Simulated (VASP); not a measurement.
Set up this calculation in VASP 6.6.1, as the native input.

* Task: single point
* Functional: LDA
* Potentials or basis: VASP PAW LDA potentials, release 64 (Sr_sv, Mg)
* Cutoff: 520 eV
* k mesh: 12 × 12 × 12
* Occupations: gaussian, width 0.15 eV
* Spin: no spin polarisation
* Dipole correction: no
* Further INCAR settings: ALGO = Normal; EDIFF = 1e-06; NBANDS = 13

The structure of SrMg lies in POSCAR:

```
SrMg
1.0
    3.7830000000      0.0000000000      0.0000000000
    0.0000000000      3.7830000000      0.0000000000
    0.0000000000      0.0000000000      3.8415000000
Sr Mg
1 1
Direct
    0.5000000000      0.5000000000      0.5000000000
    0.0000000000      0.0000000000      0.0000000000
```

This cell differs from its parent crystal: strain -0.030 along x and y, -0.015 along z.

The input as run:

INCAR

```
PREC = Accurate
ENCUT = 520
EDIFF = 1E-6
ISMEAR = 0
SIGMA = 0.15
LREAL = F
LASPH = T
NELM = 60
ALGO = Normal
ISIF = 2
LWAVE = F
LCHARG = F
NBANDS = 13
```

KPOINTS

```
regular mesh
0
Gamma
  12 12 12
```

Potentials or basis: VASP PAW LDA potentials, release 64 (Sr_sv, Mg).

Run with:

```sh
$ cat potpaw_LDA.64/Sr_sv/POTCAR potpaw_LDA.64/Mg/POTCAR > POTCAR
$ mpirun -np 1 vasp_std > vasp.out
```

It gave:

```yaml
Pressure: 6.4 GPa
Band_gap_on_the_k_mesh: zero (bands 6 and 7 overlap by 1.51 eV)
```

Caveat: the cell differs from its parent crystal (strain -0.030 along x and y, -0.015 along z); the cell stands under pressure.

Run time: 34 s on 1 thread of Intel(R) Xeon(R) 6975P-C (Granite Rapids), with other jobs on the host, peak memory 0.27 GiB.
